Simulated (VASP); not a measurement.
# Hf (Pm-3m) in VASP: notebook, part 2 of 2

VASP 6.6.1.

## 5. Single point, BLYP

This run uses another cell than the first one, of 25.82 Å³/atom, 0.962 times its volume.

Input file INCAR:

```
PREC = Accurate
ENCUT = 500
EDIFF = 1E-6
ISMEAR = -1
SIGMA = 0.1
LREAL = False
LASPH = True
NELM = 120
ALGO = Normal
ISIF = 2
LWAVE = False
LCHARG = False
GGA = B5
ALDAX = 1.0
AGGAX = 1.0
AGGAC = 1.0
ALDAC = 0.0
NBANDS = 11
GGA_COMPAT = False
```

Input file KPOINTS:

```
Automatic mesh
0
Gamma
  11 11 11
```

Input file POSCAR:

```
Hf
1.0
    2.9555014802      0.0000000000      0.0000000000
    0.0000000000      2.9555014802      0.0000000000
    0.0000000000      0.0000000000      2.9555014802
Hf
1
Direct
    0.0000000000      0.0000000000      0.0000000000
```

Potentials or basis: VASP PAW PBE potentials, release 64 (Hf_pv).

Run with:

```bash
$ cat potpaw_PBE.64/Hf_pv/POTCAR > POTCAR
$ mpirun -np 1 vasp_std > vasp.out
```

OUTCAR:

```text
PREC = Accurate
   ENCUT = 500
   EDIFF = 1E-6
   ISMEAR = -1
   LREAL = False
   LASPH = True
   NELM = 120
   ISIF = 2
   GGA = B5

 ion  position               nearest neighbor table
   1  0.000  0.000  0.000-

  LATTYP: Found a simple cubic cell.
 ALAT       =     2.9555014802

  Lattice vectors:

 A1 = (   2.9555014802,   0.0000000000,   0.0000000000)
 A2 = (   0.0000000000,   2.9555014802,   0.0000000000)
 A3 = (   0.0000000000,   0.0000000000,   2.9555014802)

Analysis of symmetry for initial positions (statically):
=====================================================================
 Subroutine PRICEL returns:
 Original cell was already a primitive cell.

 Routine SETGRP: Setting up the symmetry group for a
 simple cubic supercell.

 Subroutine GETGRP returns: Found 48 space group operations
 (whereof 48 operations were pure point group operations)
 out of a pool of 48 trial point group operations.

The static configuration has the point symmetry O_h .

Analysis of symmetry for dynamics (positions and initial velocities):
=====================================================================
 Subroutine PRICEL returns:
 Original cell was already a primitive cell.

 Routine SETGRP: Setting up the symmetry group for a
 simple cubic supercell.

 Subroutine GETGRP returns: Found 48 space group operations
 (whereof 48 operations were pure point group operations)
 out of a pool of 48 trial point group operations.

The dynamic configuration has the point symmetry O_h .

 Subroutine INISYM returns: Found 48 space group operations
 (whereof 48 operations are pure point group operations),
 and found     1 'primitive' translations

----------------------------------------------------------------------------------------

                                     Primitive cell

  volume of cell :      25.8163

  direct lattice vectors                    reciprocal lattice vectors
     2.955501480  0.000000000  0.000000000     0.338352055  0.000000000  0.000000000
     0.000000000  2.955501480  0.000000000     0.000000000  0.338352055  0.000000000
     0.000000000  0.000000000  2.955501480     0.000000000  0.000000000  0.338352055

  length of vectors
     2.955501480  2.955501480  2.955501480     0.338352055  0.338352055  0.338352055

  position of ions in fractional coordinates (direct lattice)
     0.000000000  0.000000000  0.000000000

  ion indices of the primitive-cell ions
   primitive index   ion index
                 1           1

----------------------------------------------------------------------------------------

 KPOINTS: Automatic mesh

Automatic generation of k-mesh.
 Grid dimensions read from file:
 generate k-points for:   11   11   11

 Generating k-lattice:

  Cartesian coordinates                     Fractional coordinates (reciprocal lattice)
     0.030759278  0.000000000  0.000000000     0.090909091  0.000000000  0.000000000
     0.000000000  0.030759278  0.000000000     0.000000000  0.090909091  0.000000000
     0.000000000  0.000000000  0.030759278     0.000000000  0.000000000  0.090909091

  Length of vectors
     0.030759278  0.030759278  0.030759278

  Shift w.r.t. Gamma in fractional coordinates (k-lattice)
     0.000000000  0.000000000  0.000000000

 Subroutine IBZKPT returns following result:
 ===========================================

 Found     56 irreducible k-points:

 Following reciprocal coordinates:
            Coordinates               Weight
  0.000000  0.000000  0.000000      1.000000
  0.090909  0.000000  0.000000      6.000000
  0.181818  0.000000  0.000000      6.000000
  0.272727  0.000000  0.000000      6.000000
  0.363636  0.000000  0.000000      6.000000
  0.454545  0.000000  0.000000      6.000000
[... 16 lines left out ...]
  0.181818  0.090909  0.090909     24.000000
  0.272727  0.090909  0.090909     24.000000
 [... further k-points ...]
   k-points           NKPTS =     56   k-points in BZ     NKDIM =     56   number of bands    NBANDS=     11
   number of dos      NEDOS =    301   number of ions     NIONS =      1
   total plane-waves  NPLWV =  13824
   dimension x,y,z NGX =    24 NGY =   24 NGZ =   24
   dimension x,y,z NGXF=    48 NGYF=   48 NGZF=   48
   ions per type =               1
   NGX,Y,Z   is equivalent  to a cutoff of  13.50, 13.50, 13.50 a.u.
   NGXF,Y,Z  is equivalent  to a cutoff of  27.00, 27.00, 27.00 a.u.
 SYSTEM =  unknown system
   PREC   = accura    normal or accurate (medium, high low for compatibility)
   ISTART =      0    job   : 0-new  1-cont  2-samecut
   ICHARG =      2    charge: 1-file 2-atom 10-const
   ISPIN  =      1    spin polarized calculation?
   LNONCOLLINEAR =      F non collinear calculations
   LSORBIT =      F    spin-orbit coupling
   LASPH  =      T    aspherical Exc in radial PAW
   ENCUT  =  500.0 eV  36.75 Ry    6.06 a.u.   5.39  5.39  5.39*2*pi/ulx,y,z
   NELM   =    120;   NELMIN=  2; NELMDL= -5     # of ELM steps
   EDIFF  = 0.1E-05   stopping-criterion for ELM
   LREAL  =      F    real-space projection
   EDIFFG = 0.1E-04   stopping-criterion for IOM
   NSW    =      0    number of steps for IOM
   IBRION =     -1    ionic relax: 0-MD 1-quasi-New 2-CG
   NFREE  =      0    steps in history (QN), initial steepest desc. (CG)
   ISIF   =      2    stress and relaxation
   ISYM   =      2    0-nonsym 1-usesym 2-fastsym
   POTIM  = 0.5000    time-step for ionic-motion
   TEBEG  =    0.0;   TEEND  =   0.0 temperature during run
   PSTRESS=    0.0 pullay stress
   NELECT =      10.0000    total number of electrons
   NUPDOWN=      -1.0000    fix difference up-down
   EMIN   =  10.00;   EMAX   =-10.00  energy-range for DOS
   EFERMI =   0.00;   METHOD = LEGACY
   ISMEAR =    -1;   SIGMA  =   0.10  broadening in eV -4-tet -1-fermi 0-gaus
   EFERMI_NEDOS =   21; number of points for ismear=-14 and -15
   IALGO  =     38    algorithm
   IMIX   =      4    mixing-type and parameters
     AMIX     =   0.40;   BMIX     =  1.00
     AMIX_MAG =   1.60;   BMIX_MAG =  1.00
  volume/ion in A,a.u.               =      25.82       174.22
  Fermi-wavevector in a.u.,A,eV,Ry     =   1.193375  2.255152 19.376658  1.424144
  Thomas-Fermi vector in A             =   2.329391
   LORBIT       =      0    0 simple, 1 ext, 2 COOP (PROOUT), +10 PAW based schemes
   GGA     = B5    functional components
   LHFCALC =     F    Hartree Fock is set to
   AEXX    =    0.0000 exact exchange contribution
   IVDW    =     0    specifies the selected vdW correction
   LEPSILON=     F    determine dielectric tensor
   LRPA    =     F    only Hartree local field effects (RPA)
 non-spin polarized calculation
  energy-cutoff  :      500.00
  volume of cell :       25.82
 maximum number of plane-waves:       691
 NGX is ok and might be reduce to    24
   NGX = 11   NGY = 11   NGZ = 11

 number of electron      10.0000000 magnetization

 Free energy of the ion-electron system (eV)
  ---------------------------------------------------
  ext. energy  EPLUGINS =         0.00000000
  ---------------------------------------------------
  free energy    TOTEN  =        -7.74762471 eV

  energy without entropy =       -7.68640059  energy(sigma->0) =       -7.71701265

 E-fermi :   4.0676     XC(G=0):  -9.9435

 val. band max:        4.0672890332   @ k =   0.3636   0.2727   0.1818
 cond. band min:       4.0711661837   @ k =   0.2727   0.0909   0.0000
 fundamental gap:      0.0038771505
 Fermi energy:         4.0676331101

 k-point     1 :       0.0000    0.0000    0.0000
  band No.  band energies     occupation
      1     -25.9035      2.00000
      2     -25.9035      2.00000
      3     -25.9035      2.00000
      4      -2.1537      2.00000
      5       2.6717      2.00000
      6       2.6717      2.00000
      7      10.1017      0.00000
      8      10.1017      0.00000
      9      10.1017      0.00000
     10      16.4170      0.00000
     11      16.6667      0.00000
[... 309 lines left out ...]
 k-point    24 :       0.2727    0.0909    0.0909
  band No.  band energies     occupation
      1     -26.3735      2.00000
      2     -25.9268      2.00000
      3     -25.9203      2.00000
      4      -0.1741      2.00000
      5       3.4398      1.99625
      6       4.1298      0.69874
      7       7.6015      0.00000
      8       7.6435      0.00000
      9       9.5936      0.00000
     10      13.5119      0.00000
     11      16.4181      0.00000

 [... further k-points ...]

------------------------ aborting loop because EDIFF is reached ----------------------------------------

  FORCE on cell =-STRESS in cart. coord.  units (eV):
  Direction    XX          YY          ZZ          XY          YZ          ZX
  --------------------------------------------------------------------------------------
  -------------------------------------------------------------------------------------
  Total        0.0008948      0.0008948      0.0008948     -0.0000000      0.0000000     -0.0000000
  in kB        0.0555303      0.0555303      0.0555303     -0.0000000      0.0000000     -0.0000000
  external PRESSURE =       0.0555303 kB  Pullay stress =       0.0000000 kB

 VOLUME and BASIS-vectors are now :
 -----------------------------------------------------------------------------
  energy-cutoff  :      500.00
  volume of cell :       25.82
      direct lattice vectors                 reciprocal lattice vectors
     2.955501480  0.000000000  0.000000000     0.338352055  0.000000000  0.000000000
     0.000000000  2.955501480  0.000000000     0.000000000  0.338352055  0.000000000
     0.000000000  0.000000000  2.955501480     0.000000000  0.000000000  0.338352055

 POSITION                                       TOTAL-FORCE (eV/Angst)
 -----------------------------------------------------------------------------------
      0.00000      0.00000      0.00000         0.000000      0.000000      0.000000
 -----------------------------------------------------------------------------------
    total drift:                                0.000000     -0.000000      0.000000

  FREE ENERGIE OF THE ION-ELECTRON SYSTEM (eV)
  ---------------------------------------------------
  free  energy   TOTEN  =        -7.7476247055 eV

  energy  without entropy=       -7.6864005925  energy(sigma->0) =       -7.71701265
```

OSZICAR:

```text
N       E                     dE             d eps       ncg     rms          rms(c)
DAV:   1     0.162016083603E+02    0.16202E+02   -0.55713E+03  1232   0.798E+02
DAV:   2    -0.745388061482E+01   -0.23655E+02   -0.22825E+02  1561   0.156E+02
DAV:   3    -0.799443341756E+01   -0.54055E+00   -0.52785E+00  1506   0.159E+01
DAV:   4    -0.799767308628E+01   -0.32397E-02   -0.32387E-02  1442   0.153E+00
DAV:   5    -0.799770195721E+01   -0.28871E-04   -0.28870E-04  1587   0.125E-01    0.301E+01
DAV:   6    -0.779203203551E+01    0.20567E+00   -0.22208E-01  1427   0.314E+00    0.175E+01
DAV:   7    -0.775103854797E+01    0.40993E-01   -0.26077E-01  1519   0.332E+00    0.117E+00
DAV:   8    -0.774753389850E+01    0.35046E-02   -0.23141E-02  1406   0.994E-01    0.882E-02
DAV:   9    -0.774759959762E+01   -0.65699E-04   -0.48095E-04  1482   0.166E-01    0.481E-02
DAV:  10    -0.774762564242E+01   -0.26045E-04   -0.52461E-05  1464   0.584E-02    0.393E-02
DAV:  11    -0.774762470550E+01    0.93692E-06   -0.41838E-06  1548   0.150E-02
   1 F= -.77476247E+01 E0= -.77170126E+01  d E =-.612241E-01
```

stdout:

```text
POSCAR found type information on POSCAR Hf
 POSCAR found :  1 types and       1 ions
 scaLAPACK will be used
 -----------------------------------------------------------------------------
|                                                                             |
|                                                                             |
|     You enforced a specific xc type in the INCAR file but a different       |
|     I HOPE YOU KNOW WHAT YOU ARE DOING!                                     |
|                                                                             |
 -----------------------------------------------------------------------------

 LDA part: xc-table for (Slater(with rela. corr.)+VWN5), standard interpolation
 POSCAR, INCAR and KPOINTS ok, starting setup
 FFT: planning ... GRIDC
 FFT: planning ... GRID_SOFT
 FFT: planning ... GRID
 WAVECAR not read
 entering main loop
```

It took 13 s on 1 thread of Intel Xeon Platinum 8259CL at 2.50GHz (Skylake/Cascade Lake), shared host; peak memory 0.14 GiB.

Results:

```yaml
Free_energy: -7.7476 eV
Pressure: 0.0 GPa
Band_gap_on_the_k_mesh: zero (band 5 reaches 4.91 eV, above the bottom of band 6 at 2.67 eV)
```

Caveat: the PAW data sets were made with another functional, which shifts forces and pressure a little; spin-orbit coupling is left out, which moves the levels of the heavy elements.

## 6. Relaxation of cell and atoms, BLYP

This run uses another cell than the first one, of 24.17 Å³/atom, 0.900 times its volume.

Input file INCAR:

```
SYSTEM = Hf
PREC = Accurate
ENCUT = 500
EDIFF = 1E-7
ISMEAR = -1
SIGMA = 0.1
LREAL = .FALSE.
LASPH = .TRUE.
NELM = 120
ALGO = Normal
ISIF = 3
LWAVE = .FALSE.
LCHARG = .FALSE.
GGA = B5
ALDAX = 1.0
AGGAX = 1.0
AGGAC = 1.0
ALDAC = 0.0
IBRION = 2
NSW = 80
EDIFFG = -0.01
GGA_COMPAT = .FALSE.
NELMIN = 4
```

Input file KPOINTS:

```
Automatic mesh
0
G
  11 11 11
  0 0 0
```

Input file POSCAR:

```
Hf
1.0
    2.8913220498      0.0000000000      0.0000000000
    0.0000000000      2.8913220498      0.0000000000
    0.0000000000      0.0000000000      2.8913220498
Hf
1
Direct
    0.0000000000      0.0000000000      0.0000000000
```

Potentials or basis: VASP PAW PBE potentials, release 64 (Hf_pv).

Run with:

```bash
$ cat potpaw_PBE.64/Hf_pv/POTCAR > POTCAR
$ mpirun -np 1 vasp_std > vasp.out
```

Run time: 33 s. Hardware: 1 thread of Intel Xeon Platinum 8259CL at 2.50GHz (Skylake/Cascade Lake), shared host; peak memory 0.15 GiB.

It converged, with:

```
Free energy                            : -7.7474 eV
Relaxed volume                         : 25.82 Å³/atom
Relaxed cell                           : a = 2.956 Å, b = 2.956 Å, c = 2.956 Å, α = 90.00°, β = 90.00°, γ = 90.00°
Space group after relaxing (to 0.05 Å) : Pm-3m (No. 221)
Energy gained by relaxing              : 24.2 meV/atom
Ionic steps                            : 3
Pressure after relaxing                : 0.0 GPa
Band gap on the k mesh                 : zero (band 5 reaches 4.91 eV, above the bottom of band 6 at 2.67 eV)
```

The path:
| step | energy change (eV) | largest force (eV/Å) | pressure (GPa) | volume (Å³) |
| --- | --- | --- | --- | --- |
| 1 | 0.0000 | 0.0000 | 4.95 | 24.17 |
| 2 | -0.0155 | 0.0000 | -2.53 | 26.88 |
| 3 | -0.0242 | 0.0000 | -0.01 | 25.82 |

Final structure:
```
CELL_PARAMETERS angstrom
2.95555 0.00000 0.00000
0.00000 2.95555 0.00000
0.00000 0.00000 2.95555
ATOMIC_POSITIONS crystal
Hf 0.00000 0.00000 0.00000
```

Levels at points of the mesh, in eV from the Fermi level:
```csv
k point,band 1,band 2,band 3,band 4,band 5,band 6,band 7,band 8,band 9
"(0.00, 0.00, 0.00)",-29.97,-29.97,-29.97,-6.22,-1.40,-1.40,6.03,6.03,6.03
```

Caveat: the PAW data sets were made with another functional, which shifts forces and pressure a little; spin-orbit coupling is left out, which moves the levels of the heavy elements.

## 7. The runs side by side

| task | cell | k mesh | cutoff (eV) | gap on the mesh (eV) | pressure (GPa) |
| --- | --- | --- | --- | --- | --- |
| single point | a = 2.994 Å, 1 atom | 12 × 12 × 12 | 520 | none | -2.4 |
| single point | a = 3.032 Å, 1 atom | 12 × 12 × 12 | 520 | none | -4.5 |
| single point | a = 3.069 Å, 1 atom | 12 × 12 × 12 | 520 | none | -6.2 |
| single point | a = 2.956 Å, 1 atom | 11 × 11 × 11 | 500 | none | 0.0 |
| relaxation of cell and atoms | relaxed from a = 2.891 Å, 1 atom | 11 × 11 × 11 | 500 | none | 0.0 |

Alike in all rows: level BLYP; potentials or basis VASP PAW PBE potentials, release 64 (Hf_pv); no spin polarisation; smearing fermi-dirac 0.1 eV.

Caveats: the PAW data sets were made with another functional, which shifts forces and pressure a little; spin-orbit coupling is left out, which moves the levels of the heavy elements.

Absolute energies hang on the potentials; compare differences alone.
